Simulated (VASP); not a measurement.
Write the native input for VASP 6.6.1 that does the following.

```yaml
Task: single point
Functional: PBE
Potentials_or_basis: VASP PAW PBE potentials, release 64 (Co, Si)
Cutoff: 520 eV
k_mesh: 9 × 9 × 4
Occupations: gaussian, width 0.2 eV
Spin: collinear spin, ferromagnetic start
Starting_moments: "[3.0, 0.0] μB"
Dipole_correction: no
Further_INCAR_settings: ALGO = Normal; EDIFF = 1e-06; NBANDS = 18
```

The structure of CoSi lies in POSCAR:

```
CoSi
1.0
    2.7087583759      0.0000000000      0.0000000000
   -1.3543791879      2.3458535662      0.0000000000
    0.0000000000      0.0000000000      3.5468964463
Co Si
1 1
Direct
    0.6666666667      0.3333333333      0.0000000000
    0.0000000000      0.0000000000      0.5000000000
```

The cell was built from a structure type or drawn by symmetry, and may not be a known phase.

The input as run:

INCAR

```
PREC = Accurate
ENCUT = 520
EDIFF = 1E-6
ISMEAR = 0
SIGMA = 0.2
LREAL = False
LASPH = True
NELM = 150
ALGO = Normal
ISIF = 2
LWAVE = False
LCHARG = True
ISPIN = 2
MAGMOM = 3 0
LORBIT = 11
LMAXMIX = 4
GGA = PE
LELF = True
LVHAR = True
NBANDS = 18
```

KPOINTS

```
regular mesh
0
Gamma
  9 9 4
```

Potentials or basis: VASP PAW PBE potentials, release 64 (Co, Si).

Run with:

```sh
$ cat potpaw_PBE.64/Co/POTCAR potpaw_PBE.64/Si/POTCAR > POTCAR
$ mpirun -np 1 vasp_std > vasp.out
```

Results of the run:

The pressure is 0.4 GPa and the net moment is 0.33 μB per cell. The site moments are Co +0.34; Si -0.00 μB. The valence electrons inside the program's atomic spheres are Co 8.52; Si 1.62.

Caveat: the k points lie up to 0.44 Å⁻¹ apart.

Run time: 54 s on 1 thread of Intel Xeon 8259CL, with other jobs on the host, peak memory 0.15 GiB.
